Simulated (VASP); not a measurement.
# Co (P6_3/mmc) in VASP: notebook, part 2 of 3

VASP 6.6.1.

### 4 Single point, revPBE, collinear spin, ferromagnetic start (11.53 Å³/atom)

File INCAR:

```
ALGO = Normal
EDIFF = 1E-6
ENCUT = 520
GGA = RE
ISIF = 2
ISMEAR = -1
ISPIN = 2
LASPH = True
LCHARG = False
LMAXMIX = 4
LORBIT = 11
LREAL = False
LWAVE = False
MAGMOM = 1.714 1.714
NBANDS = 20
NELM = 150
PREC = Accurate
SIGMA = 0.05
```

File KPOINTS:

```
k-points
0
Gamma
  23 23 13
```

File POSCAR:

```
Co
1.0
    2.5453184788      0.0000000000      0.0000000000
   -1.2726592394      2.2043104634      0.0000000000
    0.0000000000      0.0000000000      4.1095784083
Co
2
Direct
    0.3333333333      0.6666666667      0.2500000000
    0.6666666667      0.3333333333      0.7500000000
```

Potentials or basis: VASP PAW PBE potentials, release 64 (Co).

Launch:

```
$ cat potpaw_PBE.64/Co/POTCAR > POTCAR
$ mpirun -np 1 vasp_std > vasp.out
```

OUTCAR:

```text
EDIFF = 1E-6
   ENCUT = 520
   GGA = RE
   ISIF = 2
   ISMEAR = -1
   ISPIN = 2
   LASPH = True
   LORBIT = 11
   LREAL = False
   NELM = 150
   PREC = Accurate

 ion  position               nearest neighbor table
   1  0.333  0.667  0.250-   2 2.53   2 2.53   2 2.53   2 2.53   2 2.53   2 2.53
   2  0.667  0.333  0.750-   1 2.53   1 2.53   1 2.53   1 2.53   1 2.53   1 2.53

  LATTYP: Found a hexagonal cell.
 ALAT       =     2.5453184788
 C/A-ratio  =     1.6145635379

  Lattice vectors:

 A1 = (   2.5453184788,   0.0000000000,   0.0000000000)
 A2 = (  -1.2726592394,   2.2043104634,   0.0000000000)
 A3 = (   0.0000000000,   0.0000000000,   4.1095784083)

Analysis of symmetry for initial positions (statically):
=====================================================================
 Subroutine PRICEL returns:
 Original cell was already a primitive cell.

 Routine SETGRP: Setting up the symmetry group for a
 hexagonal supercell.

 Subroutine GETGRP returns: Found 24 space group operations
 (whereof 12 operations were pure point group operations)
 out of a pool of 24 trial point group operations.

The static configuration has the point symmetry D_3d.
 The point group associated with its full space group is D_6h.

Analysis of symmetry for dynamics (positions and initial velocities):
=====================================================================
 Subroutine PRICEL returns:
 Original cell was already a primitive cell.

 Routine SETGRP: Setting up the symmetry group for a
 hexagonal supercell.

 Subroutine GETGRP returns: Found 24 space group operations
 (whereof 12 operations were pure point group operations)
 out of a pool of 24 trial point group operations.

The dynamic configuration has the point symmetry D_3d.
 The point group associated with its full space group is D_6h.

Analysis of structural, dynamic, and magnetic symmetry:
=====================================================================
 Subroutine PRICEL returns:
 Original cell was already a primitive cell.

 Routine SETGRP: Setting up the symmetry group for a
[... 144 lines left out ...]

 number of electron      18.0000008 magnetization       3.3072642

 Free energy of the ion-electron system (eV)
  ---------------------------------------------------
  ext. energy  EPLUGINS =         0.00000000
  ---------------------------------------------------
  free energy    TOTEN  =       -13.23109187 eV

  energy without entropy =      -13.21462509  energy(sigma->0) =      -13.22285848

 E-fermi :   9.5313     XC(G=0): -12.9679

 val. band max:        9.5300676879   @ k =   0.1739   0.0870   0.0000
 cond. band min:       9.5319009533   @ k =   0.3043   0.1304   0.4615
 fundamental gap:      0.0018332654
 Fermi energy:         9.5312953189

 spin component 1

 k-point     1 :       0.0000    0.0000    0.0000
  band No.  band energies     occupation
      1       0.9961      1.00000
      2       4.6646      1.00000
      3       6.9717      1.00000
      4       6.9822      1.00000
      5       6.9822      1.00000
      6       7.2628      1.00000
[... 541 lines left out ...]
     19      33.8581      0.00000
     20      36.7654      0.00000

 [... further k-points ...]

 spin component 2

 k-point     1 :       0.0000    0.0000    0.0000
  band No.  band energies     occupation
      1       0.9316      1.00000
      2       5.6351      1.00000
      3       8.6767      1.00000
      4       8.6971      1.00000
      5       8.6971      1.00000
      6       9.0328      0.99995
[... 541 lines left out ...]
     19      33.8359      0.00000
     20      36.8588      0.00000

 [... further k-points ...]
[... 5 lines left out ...]
  --------------------------------------------------------------------------------------
  -------------------------------------------------------------------------------------
  Total       -1.1024625     -1.1024625     -1.0651346      0.0000000      0.0000000      0.0000000
  in kB      -76.6059042    -76.6059042    -74.0121344      0.0000000      0.0000000      0.0000000
  external PRESSURE =     -75.7413142 kB  Pullay stress =       0.0000000 kB

 VOLUME and BASIS-vectors are now :
 -----------------------------------------------------------------------------
  energy-cutoff  :      520.00
  volume of cell :       23.06
      direct lattice vectors                 reciprocal lattice vectors
     2.545318479  0.000000000  0.000000000     0.392878144  0.226828302  0.000000000
    -1.272659239  2.204310463  0.000000000     0.000000000  0.453656604  0.000000000
     0.000000000  0.000000000  4.109578408     0.000000000  0.000000000  0.243333963

 POSITION                                       TOTAL-FORCE (eV/Angst)
 -----------------------------------------------------------------------------------
     -0.00000      1.46954      1.02739        -0.000000      0.000000      0.000000
      1.27266      0.73477      3.08218         0.000000     -0.000000      0.000000
 -----------------------------------------------------------------------------------
    total drift:                               -0.000000      0.000000     -0.000000

  FREE ENERGIE OF THE ION-ELECTRON SYSTEM (eV)
  ---------------------------------------------------
  free  energy   TOTEN  =       -13.2310918658 eV

  energy  without entropy=      -13.2146250855  energy(sigma->0) =      -13.22285848

 total charge

# of ion       s       p       d       tot
------------------------------------------
    1        0.466   0.472   7.224   8.162
    2        0.466   0.472   7.224   8.162
--------------------------------------------------
tot          0.931   0.944  14.448  16.323

 magnetization (x)

# of ion       s       p       d       tot
------------------------------------------
    1       -0.015  -0.057   1.762   1.690
    2       -0.015  -0.057   1.762   1.690
--------------------------------------------------
tot         -0.030  -0.114   3.525   3.380
```

OSZICAR:

```text
N       E                     dE             d eps       ncg     rms          rms(c)
DAV:   1     0.866193958094E+02    0.86619E+02   -0.79065E+03 32688   0.117E+03
DAV:   2    -0.107370257691E+02   -0.97356E+02   -0.87742E+02 31848   0.215E+02
DAV:   3    -0.151654968538E+02   -0.44285E+01   -0.42346E+01 35656   0.559E+01
DAV:   4    -0.152313240062E+02   -0.65827E-01   -0.65774E-01 37864   0.603E+00
DAV:   5    -0.152332676517E+02   -0.19436E-02   -0.19435E-02 36276   0.991E-01    0.139E+01
DAV:   6    -0.137400505369E+02    0.14932E+01   -0.80634E+00 35276   0.568E+01    0.769E+00
DAV:   7    -0.132576281394E+02    0.48242E+00   -0.13527E+00 35708   0.215E+01    0.371E+00
DAV:   8    -0.132449738582E+02    0.12654E-01   -0.18980E-02 40588   0.130E+00    0.174E+00
DAV:   9    -0.132308334818E+02    0.14140E-01   -0.43239E-03 48796   0.108E+00    0.542E-01
DAV:  10    -0.132310321709E+02   -0.19869E-03   -0.55829E-04 41328   0.297E-01    0.268E-01
DAV:  11    -0.132310915047E+02   -0.59334E-04   -0.31217E-04 46232   0.274E-01    0.296E-02
DAV:  12    -0.132310920897E+02   -0.58497E-06   -0.27546E-05 33308   0.467E-02    0.161E-02
DAV:  13    -0.132310918658E+02    0.22391E-06   -0.21281E-06 32308   0.181E-02
   1 F= -.13231092E+02 E0= -.13222858E+02  d E =-.164668E-01  mag=     3.3081
```

stdout:

```text
POSCAR found type information on POSCAR Co
 POSCAR found :  1 types and       2 ions
 scaLAPACK will be used
 -----------------------------------------------------------------------------
|                                                                             |
|                                                                             |
|     You enforced a specific xc type in the INCAR file but a different       |
|     I HOPE YOU KNOW WHAT YOU ARE DOING!                                     |
|                                                                             |
 -----------------------------------------------------------------------------

 LDA part: xc-table for (Slater+PW92), standard interpolation
 POSCAR, INCAR and KPOINTS ok, starting setup
 FFT: planning ... GRIDC
 FFT: planning ... GRID_SOFT
 FFT: planning ... GRID
 WAVECAR not read
 entering main loop
```

It took 8 min on 1 thread of Intel Xeon 8259CL, shared host; peak memory 0.35 GiB.

What came out:

| Item | Value |
| --- | --- |
| Free energy | -13.2311 eV |
| Pressure | -7.6 GPa |
| Net moment | 3.31 μB per cell |
| Site moments | Co +1.69 μB |
| Valence electrons inside the program's atomic spheres | Co 8.16 |

Levels at points of the mesh, in eV from the Fermi level:
Spin up:
```csv
k point,band 8,band 9,band 10,band 11,band 12,band 13,band 14,band 15
"(0.00, 0.00, 0.00)",-1.97,-1.97,-0.97,-0.97,-0.01,5.85,21.43,23.45
```
Spin down:
| k point | band 3 | band 4 | band 5 | band 6 | band 7 | band 8 | band 9 | band 10 | band 11 | band 12 |
| --- | --- | --- | --- | --- | --- | --- | --- | --- | --- | --- |
| (0.00, 0.00, 0.00) | -0.85 | -0.83 | -0.83 | -0.50 | -0.50 | -0.15 | -0.12 | -0.12 | 1.00 | 1.00 |

Caveat: the cell stands under tension; the PAW data sets were made with another functional, which shifts forces and pressure a little.

### 5 Single point, revPBE, collinear spin, ferromagnetic start (11.97 Å³/atom)

This run uses another cell than the first one, of 11.97 Å³/atom.

File INCAR:

```
SYSTEM = Co
  ALGO = Normal
  EDIFF = 1E-6
  ENCUT = 520
  GGA = RE
  ISIF = 2
  ISMEAR = -1
  ISPIN = 2
  LASPH = .True.
  LCHARG = .True.
  LELF = .True.
  LMAXMIX = 4
  LORBIT = 11
  LREAL = .False.
  LVHAR = .True.
  LWAVE = .False.
  MAGMOM = 1.714 1.714
  NBANDS = 20
  NELM = 150
  PREC = Accurate
  SIGMA = 0.05
```

File KPOINTS:

```
k-points
0
Gamma
  23 23 13
  0 0 0
```

File POSCAR:

```
Co
1.0
    2.5775411207      0.0000000000      0.0000000000
   -1.2887705603      2.2322160899      0.0000000000
    0.0000000000      0.0000000000      4.1616039111
Co
2
Direct
    0.3333333333      0.6666666667      0.2500000000
    0.6666666667      0.3333333333      0.7500000000
```

Potentials or basis: VASP PAW PBE potentials, release 64 (Co).

Launch:

```
$ cat potpaw_PBE.64/Co/POTCAR > POTCAR
$ mpirun -np 1 vasp_std > vasp.out
```

OUTCAR:

```text
SYSTEM = Co
   EDIFF = 1E-6
   ENCUT = 520
   GGA = RE
   ISIF = 2
   ISMEAR = -1
   ISPIN = 2
   LASPH = .True.
   LORBIT = 11
   LREAL = .False.
   NELM = 150
   PREC = Accurate

 ion  position               nearest neighbor table
   1  0.333  0.667  0.250-   2 2.56   2 2.56   2 2.56   2 2.56   2 2.56   2 2.56
   2  0.667  0.333  0.750-   1 2.56   1 2.56   1 2.56   1 2.56   1 2.56   1 2.56

  LATTYP: Found a hexagonal cell.
 ALAT       =     2.5775411207
 C/A-ratio  =     1.6145635380

  Lattice vectors:

 A1 = (   2.5775411207,   0.0000000000,   0.0000000000)
 A2 = (  -1.2887705603,   2.2322160899,   0.0000000000)
 A3 = (   0.0000000000,   0.0000000000,   4.1616039111)

Analysis of symmetry for initial positions (statically):
[... 1322 lines left out ...]
  volume of cell :       23.94
      direct lattice vectors                 reciprocal lattice vectors
     2.577541121  0.000000000  0.000000000     0.387966652  0.223992651  0.000000000
    -1.288770560  2.232216090  0.000000000     0.000000000  0.447985302  0.000000000
     0.000000000  0.000000000  4.161603911     0.000000000  0.000000000  0.240291969

 POSITION                                       TOTAL-FORCE (eV/Angst)
 -----------------------------------------------------------------------------------
     -0.00000      1.48814      1.04040        -0.000000      0.000000      0.000000
      1.28877      0.74407      3.12120         0.000000     -0.000000      0.000000
 -----------------------------------------------------------------------------------
    total drift:                               -0.000000      0.000000     -0.000000

  FREE ENERGIE OF THE ION-ELECTRON SYSTEM (eV)
  ---------------------------------------------------
  free  energy   TOTEN  =       -13.1741507767 eV

  energy  without entropy=      -13.1571602377  energy(sigma->0) =      -13.16565551

 total charge

# of ion       s       p       d       tot
------------------------------------------
    1        0.452   0.443   7.203   8.098
    2        0.452   0.443   7.203   8.098
--------------------------------------------------
tot          0.903   0.887  14.406  16.196

 magnetization (x)

# of ion       s       p       d       tot
------------------------------------------
    1       -0.014  -0.056   1.798   1.729
    2       -0.014  -0.056   1.798   1.729
--------------------------------------------------
tot         -0.029  -0.111   3.597   3.457
```

OSZICAR:

```text
N       E                     dE             d eps       ncg     rms          rms(c)
DAV:   1     0.866599641796E+02    0.86660E+02   -0.78994E+03 32600   0.116E+03
DAV:   2    -0.106528796365E+02   -0.97313E+02   -0.87724E+02 31800   0.214E+02
DAV:   3    -0.151079485626E+02   -0.44551E+01   -0.42474E+01 35720   0.557E+01
DAV:   4    -0.151749902315E+02   -0.67042E-01   -0.66988E-01 38164   0.605E+00
DAV:   5    -0.151769551316E+02   -0.19649E-02   -0.19648E-02 36536   0.990E-01    0.135E+01
DAV:   6    -0.137518281306E+02    0.14251E+01   -0.86225E+00 35068   0.578E+01    0.818E+00
DAV:   7    -0.131969641394E+02    0.55486E+00   -0.15051E+00 35292   0.224E+01    0.366E+00
DAV:   8    -0.131877922363E+02    0.91719E-02   -0.20167E-02 40880   0.131E+00    0.167E+00
DAV:   9    -0.131738643483E+02    0.13928E-01   -0.47722E-03 48144   0.111E+00    0.547E-01
DAV:  10    -0.131740918624E+02   -0.22751E-03   -0.50246E-04 41036   0.270E-01    0.318E-01
DAV:  11    -0.131741487591E+02   -0.56897E-04   -0.47032E-04 45580   0.328E-01    0.334E-02
DAV:  12    -0.131741506046E+02   -0.18455E-05   -0.38309E-05 33316   0.540E-02    0.179E-02
DAV:  13    -0.131741507767E+02   -0.17204E-06   -0.24857E-06 37400   0.171E-02
   1 F= -.13174151E+02 E0= -.13165656E+02  d E =-.169905E-01  mag=     3.3697
```

stdout:

```text
POSCAR found type information on POSCAR Co
 POSCAR found :  1 types and       2 ions
 scaLAPACK will be used
 -----------------------------------------------------------------------------
|                                                                             |
|                                                                             |
|     You enforced a specific xc type in the INCAR file but a different       |
|     I HOPE YOU KNOW WHAT YOU ARE DOING!                                     |
|                                                                             |
 -----------------------------------------------------------------------------

 LDA part: xc-table for (Slater+PW92), standard interpolation
 POSCAR, INCAR and KPOINTS ok, starting setup
 FFT: planning ... GRIDC
 FFT: planning ... GRID_SOFT
 FFT: planning ... GRID
 WAVECAR not read
 entering main loop
```

Run time: 7.3 min. Hardware: 1 thread of Intel Xeon 8259CL, shared host; peak memory 0.35 GiB.

Results:

| Property | Result |
| --- | --- |
| Free energy | -13.1742 eV |
| Pressure | -13.0 GPa |
| Net moment | 3.37 μB per cell |
| Site moments | Co +1.73 μB |
| Valence electrons inside the program's atomic spheres | Co 8.10 |

Stress tensor (GPa, compression positive):
```
-13.10   0.00   0.00
  0.00 -13.10   0.00
  0.00   0.00 -12.73
```

Levels at points of the mesh, in eV from the Fermi level:
Spin up:
```tsv
k point	band 8	band 9	band 10	band 11	band 12	band 13	band 14	band 15
(0.00, 0.00, 0.00)	-1.97	-1.97	-1.03	-1.03	0.02	5.54	21.10	22.78
```
Spin down:
```tsv
k point	band 5	band 6	band 7	band 8	band 9	band 10
(0.00, 0.00, 0.00)	-0.77	-0.45	-0.45	-0.14	-0.09	-0.09
```

Caveat: the cell stands under tension; the PAW data sets were made with another functional, which shifts forces and pressure a little.

[end of part 2 of 3]
